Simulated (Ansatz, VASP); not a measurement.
## In: VASP beside Ansatz

File INCAR:

```
SYSTEM = In
PREC = Accurate
ENCUT = 520
EDIFF = 1E-6
ISMEAR = 0
SIGMA = 0.2
LREAL = .False.
LASPH = .True.
NELM = 100
ALGO = Normal
ISIF = 2
LWAVE = .False.
LCHARG = .False.
GGA = PE
NBANDS = 12
```

File KPOINTS:

```
Automatic mesh
0
Gamma
  11 11 14
  0 0 0
```

The input POSCAR:

```
In
1.0
   -1.6482197047      1.6973406184      2.5249789927
    1.6973406184     -1.6482197047      2.5249789927
    1.6043570008      1.6043570008     -2.4927016059
In
1
Direct
    0.0000000000      0.0000000000      0.0000000000
```

Input for Ansatz:

```yaml
crystal:
  lattice:
    - [-1.6482197047, 1.6973406184, 2.5249789927]
    - [1.6973406184, -1.6482197047, 2.5249789927]
    - [1.6043570008, 1.6043570008, -2.4927016059]
  atoms:
    - { symbol: In, position: [0.0, 0.0, 0.0] }
hamiltonian:
  xc: pbe
  pseudopotentials:
    kind: paw
    azcp:
      In: "pseudopotentials/In.paw.azcp"
basis:
  ecutwfc: 420
  fft_grid_basis: typed
kpoints:
  mp_grid: { grid: [11, 11, 14], shift: [0, 0, 0] }
magnetization:
  spin_polarized: false
scf:
  occupations: { method: gaussian, width: 0.2 }
  lower_state_search: "off"
output:
  stress: true
```

Alike in both runs: task single point; functional PBE; k mesh 11 × 11 × 14; occupations gaussian, width 0.2 eV; no spin polarisation.

|  | VASP | Ansatz |
| --- | --- | --- |
| version | VASP 6.6.1 | Ansatz 0.2.0 |
| potentials or method | VASP PAW PBE potentials, release 64 (In_d), cutoff 520 eV | plane waves (420 eV) with PAW, scalar-relativistic |
| valence electrons in the cell | 13 | 13 |

|  | VASP | Ansatz | Ansatz less VASP |
| --- | --- | --- | --- |
| pressure (GPa) | 0.0 | 0.0 | +0.04 |
| traceless stress, the component that is largest in VASP (GPa) | -0.24 | -0.24 | -0.001 |
